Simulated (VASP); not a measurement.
# SiC (F-43m) in VASP: further runs

Runs on SiC. Level: LDA. Tasks: single point.

All numbers are computed with VASP 6.6.1; they aren't measurements. Logs are shortened: lines on timing, memory, paths and dates and some standing lists are left out, and cuts for length are marked.

**Experimental background.**

“Insight into the structural, elastic and electronic properties of a new orthorhombic 6O-SiC polytype”, 2020, pmc:7200658 quotes, for a bulk crystal of SiC: band gap 2.4 eV (indirect).

How close the calculation comes is told below.

## (1) The cell of the first run

Symmetry: F-43m, No. 216, cubic system. The conventional cell has a = 4.329 Å, b = 4.329 Å, c = 4.329 Å, α = 90.00°, β = 90.00°, γ = 90.00°. Within 2.5 Å of Si (site symmetry -43m) lie 4 C at 1.87 Å. Within 2.5 Å of C (site symmetry -43m) lie 4 Si at 1.87 Å.

## (2) Single point, LDA

File INCAR:

```
SYSTEM = SiC
  PREC = Accurate
  ENCUT = 520
  EDIFF = 1E-6
  ISMEAR = 0
  SIGMA = 0.01
  LREAL = .False.
  LASPH = .True.
  NELM = 100
  ALGO = Normal
  ISIF = 2
  LWAVE = .False.
  LCHARG = .False.
  GGA = CA
  NBANDS = 11
```

File KPOINTS:

```
regular mesh
0
Gamma
  10 10 10
  0 0 0
```

File POSCAR:

```
SiC
1.0
    2.1644853876      2.1644853876      0.0000000000
   -2.1644853876      2.1644853876      0.0000000000
    0.0000000000      2.1644853876      2.1644853876
Si C
1 1
Direct
    0.0000000000      0.0000000000      0.0000000000
    0.7500000000      0.2500000000      0.5000000000
```

Potentials or basis: VASP PAW LDA potentials, release 64 (Si, C).

Started as:

```console
cat potpaw_LDA.64/Si/POTCAR potpaw_LDA.64/C/POTCAR > POTCAR
mpirun -np 1 vasp_std > vasp.out
```

OUTCAR:

```text
SYSTEM = SiC
   PREC = Accurate
   ENCUT = 520
   EDIFF = 1E-6
   ISMEAR = 0
   LREAL = .False.
   LASPH = .True.
   NELM = 100
   ISIF = 2
   GGA = CA

 ion  position               nearest neighbor table
   1  0.000  0.000  0.000-   2 1.87   2 1.87   2 1.87   2 1.87
   2  0.750  0.250  0.500-   1 1.87   1 1.87   1 1.87   1 1.87

  LATTYP: Found a face centered cubic cell.
 ALAT       =     4.3289707752

  Lattice vectors:

 A1 = (   0.0000000000,   2.1644853876,   2.1644853876)
 A2 = (   2.1644853876,   0.0000000000,   2.1644853876)
 A3 = (   2.1644853876,   2.1644853876,   0.0000000000)

Analysis of symmetry for initial positions (statically):
=====================================================================
 Subroutine PRICEL returns:
 Original cell was already a primitive cell.

 Routine SETGRP: Setting up the symmetry group for a
 face centered cubic supercell.

 Subroutine GETGRP returns: Found 24 space group operations
 (whereof 24 operations were pure point group operations)
 out of a pool of 48 trial point group operations.

The static configuration has the point symmetry T_d .

Analysis of symmetry for dynamics (positions and initial velocities):
=====================================================================
 Subroutine PRICEL returns:
 Original cell was already a primitive cell.

 Routine SETGRP: Setting up the symmetry group for a
 face centered cubic supercell.

 Subroutine GETGRP returns: Found 24 space group operations
 (whereof 24 operations were pure point group operations)
 out of a pool of 48 trial point group operations.

The dynamic configuration has the point symmetry T_d .

 Subroutine INISYM returns: Found 24 space group operations
 (whereof 24 operations are pure point group operations),
 and found     1 'primitive' translations

----------------------------------------------------------------------------------------

                                     Primitive cell

  volume of cell :      20.2812

  direct lattice vectors                    reciprocal lattice vectors
     2.164485388  2.164485388  0.000000000     0.231001790  0.231001790 -0.231001790
    -2.164485388  2.164485388  0.000000000    -0.231001790  0.231001790 -0.231001790
     0.000000000  2.164485388  2.164485388     0.000000000  0.000000000  0.462003581

  length of vectors
     3.061044591  3.061044591  3.061044591     0.400106838  0.400106838  0.462003581

  position of ions in fractional coordinates (direct lattice)
     0.000000000  0.000000000  0.000000000
     0.750000000  0.250000000  0.500000000

  ion indices of the primitive-cell ions
   primitive index   ion index
                 1           1
                 2           2

----------------------------------------------------------------------------------------

 KPOINTS: regular mesh

Automatic generation of k-mesh.
 Grid dimensions read from file:
 generate k-points for:   10   10   10

 Generating k-lattice:

  Cartesian coordinates                     Fractional coordinates (reciprocal lattice)
     0.023100179  0.023100179 -0.023100179     0.100000000  0.000000000  0.000000000
    -0.023100179  0.023100179 -0.023100179     0.000000000  0.100000000  0.000000000
     0.000000000  0.000000000  0.046200358     0.000000000  0.000000000  0.100000000

  Length of vectors
     0.040010684  0.040010684  0.046200358

  Shift w.r.t. Gamma in fractional coordinates (k-lattice)
     0.000000000  0.000000000  0.000000000

 Subroutine IBZKPT returns following result:
 ===========================================

 Found     47 irreducible k-points:

 Following reciprocal coordinates:
            Coordinates               Weight
  0.000000  0.000000  0.000000      1.000000
  0.100000  0.000000  0.000000      8.000000
  0.200000  0.000000  0.000000      8.000000
  0.300000  0.000000  0.000000      8.000000
  0.400000  0.000000  0.000000      8.000000
  0.500000  0.000000  0.000000      4.000000
[... 16 lines left out ...]
  0.300000  0.300000  0.000000     12.000000
  0.400000  0.300000  0.000000     24.000000
 [... further k-points ...]
   k-points           NKPTS =     47   k-points in BZ     NKDIM =     47   number of bands    NBANDS=     11
   number of dos      NEDOS =    301   number of ions     NIONS =      2
   total plane-waves  NPLWV =  13824
   dimension x,y,z NGX =    24 NGY =   24 NGZ =   24
   dimension x,y,z NGXF=    48 NGYF=   48 NGZF=   48
   ions per type =               1   1
   NGX,Y,Z   is equivalent  to a cutoff of  13.03, 13.03, 13.03 a.u.
   NGXF,Y,Z  is equivalent  to a cutoff of  26.07, 26.07, 26.07 a.u.
 SYSTEM =  SiC
   PREC   = accura    normal or accurate (medium, high low for compatibility)
   ISTART =      0    job   : 0-new  1-cont  2-samecut
   ICHARG =      2    charge: 1-file 2-atom 10-const
   ISPIN  =      1    spin polarized calculation?
   LNONCOLLINEAR =      F non collinear calculations
   LSORBIT =      F    spin-orbit coupling
   LASPH  =      T    aspherical Exc in radial PAW
   ENCUT  =  520.0 eV  38.22 Ry    6.18 a.u.   5.69  5.69  5.69*2*pi/ulx,y,z
   NELM   =    100;   NELMIN=  2; NELMDL= -5     # of ELM steps
   EDIFF  = 0.1E-05   stopping-criterion for ELM
   LREAL  =      F    real-space projection
   EDIFFG = 0.1E-04   stopping-criterion for IOM
   NSW    =      0    number of steps for IOM
   IBRION =     -1    ionic relax: 0-MD 1-quasi-New 2-CG
   NFREE  =      0    steps in history (QN), initial steepest desc. (CG)
   ISIF   =      2    stress and relaxation
   ISYM   =      2    0-nonsym 1-usesym 2-fastsym
   POTIM  = 0.5000    time-step for ionic-motion
   TEBEG  =    0.0;   TEEND  =   0.0 temperature during run
   PSTRESS=    0.0 pullay stress
   NELECT =       8.0000    total number of electrons
   NUPDOWN=      -1.0000    fix difference up-down
   EMIN   =  10.00;   EMAX   =-10.00  energy-range for DOS
   EFERMI =   0.00;   METHOD = LEGACY
   ISMEAR =     0;   SIGMA  =   0.01  broadening in eV -4-tet -1-fermi 0-gaus
   EFERMI_NEDOS =   21; number of points for ismear=-14 and -15
   IALGO  =     38    algorithm
   IMIX   =      4    mixing-type and parameters
     AMIX     =   0.40;   BMIX     =  1.00
     AMIX_MAG =   1.60;   BMIX_MAG =  1.00
  volume/ion in A,a.u.               =      10.14        68.43
  Fermi-wavevector in a.u.,A,eV,Ry     =   1.200623  2.268849 19.612754  1.441497
  Thomas-Fermi vector in A             =   2.336454
   LORBIT       =      0    0 simple, 1 ext, 2 COOP (PROOUT), +10 PAW based schemes
   GGA     = CA    functional components
   LHFCALC =     F    Hartree Fock is set to
   AEXX    =    0.0000 exact exchange contribution
   IVDW    =     0    specifies the selected vdW correction
   LEPSILON=     F    determine dielectric tensor
   LRPA    =     F    only Hartree local field effects (RPA)
 non-spin polarized calculation
 Gauss-broadening in eV      SIGMA  =   0.01
  energy-cutoff  :      520.00
  volume of cell :       20.28
 maximum number of plane-waves:       568
   NGX = 11   NGY = 11   NGZ = 11

 number of electron       8.0000000 magnetization

 Free energy of the ion-electron system (eV)
  ---------------------------------------------------
  ext. energy  EPLUGINS =         0.00000000
  ---------------------------------------------------
  free energy    TOTEN  =       -16.64250301 eV

  energy without entropy =      -16.64250301  energy(sigma->0) =      -16.64250301

 E-fermi :   8.3870     XC(G=0): -11.6422

 val. band max:        8.2913351423   @ k =   0.0000   0.0000   0.0000
 cond. band min:       9.5786388189   @ k =   0.5000   0.5000   0.0000
 fundamental gap:      1.2873036765
 Fermi energy:         8.3870469074

 k-point     1 :       0.0000    0.0000    0.0000
  band No.  band energies     occupation
      1      -7.1820      2.00000
      2       8.2913      2.00000
      3       8.2913      2.00000
      4       8.2913      2.00000
      5      14.8199      0.00000
      6      15.6217      0.00000
      7      15.6217      0.00000
      8      15.6217      0.00000
      9      22.8674      0.00000
     10      22.8674      0.00000
     11      24.7746      0.00000

 k-point     2 :       0.1000    0.0000    0.0000
  band No.  band energies     occupation
      1      -6.9829      2.00000
      2       7.2904      2.00000
      3       8.1563      2.00000
      4       8.1563      2.00000
      5      14.9897      0.00000
      6      15.8668      0.00000
      7      15.8668      0.00000
      8      15.9600      0.00000
      9      21.8891      0.00000
     10      21.8891      0.00000
     11      24.5296      0.00000

 k-point     3 :       0.2000    0.0000    0.0000
  band No.  band energies     occupation
      1      -6.3936      2.00000
      2       5.1620      2.00000
      3       7.8470      2.00000
      4       7.8470      2.00000
      5      14.6298      0.00000
      6      16.2224      0.00000
      7      16.2224      0.00000
      8      17.1810      0.00000
      9      21.2111      0.00000
     10      21.2111      0.00000
     11      23.6643      0.00000

 k-point     4 :       0.3000    0.0000    0.0000
  band No.  band energies     occupation
      1      -5.4474      2.00000
      2       2.8202      2.00000
      3       7.5291      2.00000
      4       7.5291      2.00000
      5      14.2178      0.00000
      6      16.0667      0.00000
      7      16.0667      0.00000
      8      18.0931      0.00000
      9      22.0441      0.00000
     10      22.0441      0.00000
     11      23.4256      0.00000

 k-point     5 :       0.4000    0.0000    0.0000
  band No.  band energies     occupation
      1      -4.2638      2.00000
      2       0.7185      2.00000
      3       7.3094      2.00000
      4       7.3094      2.00000
      5      13.9526      0.00000
      6      15.6742      0.00000
      7      15.6742      0.00000
      8      18.3311      0.00000
      9      23.9815      0.00000
     10      23.9815      0.00000
     11      24.0163      0.00000
[... 211 lines left out ...]
 k-point    21 :      -0.3000    0.2000    0.0000
  band No.  band energies     occupation
      1      -5.4285      2.00000
      2       4.3916      2.00000
      3       6.3762      2.00000
      4       6.4019      2.00000
      5      12.7364      0.00000
      6      15.1098      0.00000
      7      18.0654      0.00000
      8      18.5472      0.00000
      9      20.5527      0.00000
     10      24.5462      0.00000
     11      27.2456      0.00000

 k-point    22 :      -0.2000    0.2000    0.0000
  band No.  band energies     occupation
      1      -6.1301      2.00000
      2       5.9533      2.00000
      3       6.8226      2.00000
      4       6.8226      2.00000
      5      13.2511      0.00000
      6      15.4295      0.00000
      7      17.9706      0.00000
      8      17.9706      0.00000
      9      19.2400      0.00000
     10      24.0434      0.00000
     11      27.6924      0.00000

 k-point    23 :       0.3000    0.3000    0.0000
  band No.  band energies     occupation
      1      -2.9904      2.00000
      2       1.5227      2.00000
      3       2.9311      2.00000
      4       6.4841      2.00000
      5      12.7159      0.00000
      6      17.7303      0.00000
      7      18.3045      0.00000
      8      19.1771      0.00000
      9      21.8321      0.00000
     10      22.1150      0.00000
     11      29.3564      0.00000

 k-point    24 :       0.4000    0.3000    0.0000
  band No.  band energies     occupation
      1      -2.3096      2.00000
      2       0.8737      2.00000
      3       2.9664      2.00000
      4       5.9521      2.00000
      5      11.8630      0.00000
      6      17.0101      0.00000
      7      19.2007      0.00000
      8      19.7980      0.00000
      9      21.5905      0.00000
     10      23.8226      0.00000
     11      29.8156      0.00000

 [... further k-points ...]
[... 5 lines left out ...]
  --------------------------------------------------------------------------------------
  -------------------------------------------------------------------------------------
  Total        0.0530829      0.0530829      0.0530829     -0.0000000     -0.0000000      0.0000000
  in kB        4.1934450      4.1934450      4.1934450     -0.0000000     -0.0000000      0.0000000
  external PRESSURE =       4.1934450 kB  Pullay stress =       0.0000000 kB

 VOLUME and BASIS-vectors are now :
 -----------------------------------------------------------------------------
  energy-cutoff  :      520.00
  volume of cell :       20.28
      direct lattice vectors                 reciprocal lattice vectors
     2.164485388  2.164485388  0.000000000     0.231001790  0.231001790 -0.231001790
    -2.164485388  2.164485388  0.000000000    -0.231001790  0.231001790 -0.231001790
     0.000000000  2.164485388  2.164485388     0.000000000  0.000000000  0.462003581

 POSITION                                       TOTAL-FORCE (eV/Angst)
 -----------------------------------------------------------------------------------
      0.00000      0.00000      0.00000         0.000000      0.000000      0.000000
      1.08224      3.24673      1.08224        -0.000000     -0.000000     -0.000000
 -----------------------------------------------------------------------------------
    total drift:                                0.000000      0.000000      0.000000

  FREE ENERGIE OF THE ION-ELECTRON SYSTEM (eV)
  ---------------------------------------------------
  free  energy   TOTEN  =       -16.6425030112 eV

  energy  without entropy=      -16.6425030112  energy(sigma->0) =      -16.64250301
```

Run time: 8 s. Hardware: 1 thread of Intel Xeon 6975P-C, shared host; peak memory 0.12 GiB.

What came out:

```yaml
Free_energy: -16.6425 eV
Pressure: 0.4 GPa
Band_gap_on_the_k_mesh: 1.29 eV, indirect (least direct gap 4.52 eV)
```

A k mesh can miss the band edges. LDA gaps usually lie below the measured ones, often by a third to a half.

## (3) Single point, LDA

This run uses another cell than the first one, of 10.23 Å³/atom, 1.009 times its volume.

File INCAR:

```
SYSTEM = SiC
  ALGO = Normal
  EDIFF = 1E-6
  ENCUT = 520
  GGA = CA
  ISIF = 2
  ISMEAR = 0
  LASPH = .TRUE.
  LCHARG = .FALSE.
  LREAL = .FALSE.
  LWAVE = .FALSE.
  NBANDS = 11
  NELM = 60
  PREC = Accurate
  SIGMA = 0.01
```

File KPOINTS:

```
k-points
0
G
  10 10 10
  0 0 0
```

File POSCAR:

```
SiC
1.0
    2.1707390097      2.1707390097      0.0000000000
   -2.1707390097      2.1707390097      0.0000000000
    0.0000000000      2.1707390097      2.1707390097
Si C
1 1
Direct
    0.0000000000      0.0000000000      0.0000000000
    0.7500000000      0.2500000000      0.5000000000
```

Potentials or basis: VASP PAW LDA potentials, release 64 (Si, C).

Started as:

```console
cat potpaw_LDA.64/Si/POTCAR potpaw_LDA.64/C/POTCAR > POTCAR
mpirun -np 1 vasp_std > vasp.out
```

It used 4.6 s of CPU time on 1 thread of Intel Xeon 6975P-C (shared host).

The run converged. Its results:

| Item | Value |
| --- | --- |
| Free energy | -16.6419 eV |
| Pressure | -1.5 GPa |
| Band gap on the k mesh | 1.29 eV, indirect (least direct gap 4.51 eV) |

Levels at points of the mesh, in eV from the valence-band top:
| k point | band 1 | band 2 | band 3 | band 4 | band 5 | band 6 | band 7 | band 8 |
| --- | --- | --- | --- | --- | --- | --- | --- | --- |
| (0.00, 0.00, 0.00) | -15.41 | 0.00 | 0.00 | 0.00 | 6.43 | 7.27 | 7.27 | 7.27 |
| (0.50, 0.00, 0.00) | -11.74 | -8.62 | -1.06 | -1.06 | 5.49 | 7.17 | 7.17 | 9.98 |
| (0.50, 0.50, 0.00) | -10.25 | -7.85 | -3.22 | -3.22 | 1.29 | 4.23 | 13.96 | 13.96 |

A k mesh can miss the band edges. As with any semilocal functional, this LDA gap is likely too small.

## (4) Single point, LDA

This run uses another cell than the first one, of 10.23 Å³/atom, 1.009 times its volume.

File INCAR:

```
SYSTEM = SiC
PREC     = Accurate       ! precision mode
ENCUT    = 520            ! plane-wave cutoff, eV
EDIFF    = 1E-6           ! SCF threshold, eV
ISMEAR   = 0              ! smearing method
SIGMA    = 0.01           ! smearing width, eV
LREAL    = .FALSE.        ! projectors in reciprocal space
LASPH    = .TRUE.         ! aspherical terms in the spheres
NELM     = 80             ! most SCF steps
ALGO     = Normal         ! electronic algorithm
ISIF     = 2              ! what is computed and relaxed
LWAVE    = .FALSE.        ! write WAVECAR
LCHARG   = .FALSE.        ! write CHGCAR
NBANDS   = 11             ! bands
```

File KPOINTS:

```
Automatic mesh
0
G
  10 10 10
  0 0 0
```

POSCAR is that of step 3.

Started as:

```console
cat potpaw_LDA.64/Si/POTCAR potpaw_LDA.64/C/POTCAR > POTCAR
mpirun -np 1 vasp_std > vasp.out
```

It took 7.7 s on 1 thread of Intel Xeon 6975P-C, shared host; peak memory 0.12 GiB.

The run converged. Its results:

```
Free energy            : -16.6419 eV
Pressure               : -1.5 GPa
Band gap on the k mesh : 1.29 eV, indirect (least direct gap 4.51 eV)
```

Levels at points of the mesh, in eV from the valence-band top:
```
           k point  band 1  band 2  band 3  band 4  band 5  band 6  band 7  band 8  band 9
(0.00, 0.00, 0.00)  -15.41    0.00    0.00    0.00    6.43    7.27    7.27    7.27   14.53
(0.50, 0.00, 0.00)  -11.74   -8.62   -1.06   -1.06    5.49    7.17    7.17    9.98   16.07
(0.50, 0.50, 0.00)  -10.25   -7.85   -3.22   -3.22    1.29    4.23   13.96   13.96   14.70
```

## (5) Single point, LDA

This run uses another cell than the first one, of 10.06 Å³/atom, 0.992 times its volume.

File INCAR:

```
SYSTEM = SiC
PREC = Accurate
ENCUT = 520
EDIFF = 1E-6
ISMEAR = 0
SIGMA = 0.01
LREAL = .FALSE.
LASPH = .TRUE.
NELM = 80
ALGO = Normal
ISIF = 2
LWAVE = .FALSE.
LCHARG = .TRUE.
LELF = .TRUE.
LVHAR = .TRUE.
NBANDS = 11
```

File KPOINTS:

```
regular mesh
0
G
  10 10 10
  0 0 0
```

File POSCAR:

```
SiC
1.0
    2.1583776627      2.1583776627      0.0000000000
   -2.1583776627      2.1583776627      0.0000000000
    0.0000000000      2.1583776627      2.1583776627
Si C
1 1
Direct
    0.0000000000      0.0000000000      0.0000000000
    0.7500000000      0.2500000000      0.5000000000
```

Started as:

```console
cat potpaw_LDA.64/Si/POTCAR potpaw_LDA.64/C/POTCAR > POTCAR
mpirun -np 1 vasp_std > vasp.out
```

It took 7.2 s on 1 thread of Intel Xeon 6975P-C, shared host; peak memory 0.13 GiB.

The run converged. Its results:

* Free energy: -16.6409 eV
* Pressure: 2.4 GPa
* Band gap on the k mesh: 1.28 eV, indirect (least direct gap 4.53 eV)

Levels at points of the mesh, in eV from the valence-band top:
| k point | band 1 | band 2 | band 3 | band 4 | band 5 | band 6 | band 7 | band 8 | band 9 |
| --- | --- | --- | --- | --- | --- | --- | --- | --- | --- |
| (0.00, 0.00, 0.00) | -15.54 | 0.00 | 0.00 | 0.00 | 6.63 | 7.39 | 7.39 | 7.39 | 14.63 |
| (0.50, 0.00, 0.00) | -11.81 | -8.71 | -1.06 | -1.06 | 5.65 | 7.24 | 7.24 | 10.08 | 16.28 |
| (0.50, 0.50, 0.00) | -10.30 | -7.90 | -3.25 | -3.25 | 1.28 | 4.29 | 14.16 | 14.16 | 14.94 |

A k mesh can miss the band edges.

## (6) Overview

```csv
cell,gap on the mesh (eV),pressure (GPa)
"a = 3.061 Å, angles 60.0, 60.0, 90.0°, 2 atoms",1.29,0.4
"a = 3.070 Å, angles 60.0, 60.0, 90.0°, 2 atoms",1.29,-1.5
"a = 3.052 Å, angles 60.0, 60.0, 90.0°, 2 atoms",1.28,2.4
```

Alike in all rows: task single point; level LDA; potentials or basis VASP PAW LDA potentials, release 64 (Si, C); no spin polarisation; k mesh 10 × 10 × 10; cutoff (eV) 520; smearing gaussian 0.01 eV.

Total energies depend on the potentials used, so only differences within one code and one set of settings carry meaning.

## (7) Against experiment

Step 4. Measured gap of SiC: 2.4 eV (indirect; quoted in “Insight into the structural, elastic and electronic properties of a new orthorhombic 6O-SiC polytype”, 2020, pmc:7200658). This calculation gives 1.29 eV (-1.11 eV). The value is that of LDA on a finite k mesh, which can miss the band edges, without temperature or zero-point motion. Semilocal functionals fall short of measured gaps as a rule.
